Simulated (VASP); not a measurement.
A run of VASP 6.6.1 is set up as follows.

INCAR

```
  PREC = Accurate
  ENCUT = 520
  EDIFF = 1E-6
  ISMEAR = 0
  SIGMA = 0.1
  LREAL = False
  LASPH = True
  NELM = 60
  ALGO = Normal
  ISIF = 2
  LWAVE = False
  LCHARG = False
  LDIPOL = True
  IDIPOL = 3
  DIPOL = 0.5 0.5 0.339
  GGA = PS
  NBANDS = 31
```

The input KPOINTS:

```
regular mesh
0
Gamma
  10 10 1
```

File POSCAR:

```
W3C
1.0
    2.7317561349      0.0000000000      0.0000000000
   -0.9105853783      2.5755243833      0.0000000000
    0.0000000000      0.0000000000     21.3158546942
W C
3 1
Direct
    0.5000000000      0.5000000000      0.1876537468
    0.0000000000      0.0000000000      0.2888907691
    0.5000000000      0.5000000000      0.3901253228
    1.0000000000      1.0000000000      0.4905200774
```

Potentials or basis: VASP PAW PBE potentials, release 64 (W_sv, C).

The run is started by

```console
$ cat potpaw_PBE.64/W_sv/POTCAR potpaw_PBE.64/C/POTCAR > POTCAR
$ mpirun -np 1 vasp_std > vasp.out
```

Problem. Estimate the band gap on the k mesh.

Solution. Zero (bands 23 and 24 overlap by 1.53 eV).

Problem. Predict the largest force.

Solution. 3.748 eV/Å.

Forces on the atoms (eV/Å):
```
W    0.000  0.000  0.053
W    0.000  0.000 -0.614
W    0.000  0.000  3.748
C    0.000  0.000 -3.188
```

Caveat: the PAW data sets were made with another functional, which shifts forces and pressure a little; spin-orbit coupling is left out, which moves the levels of the heavy elements.
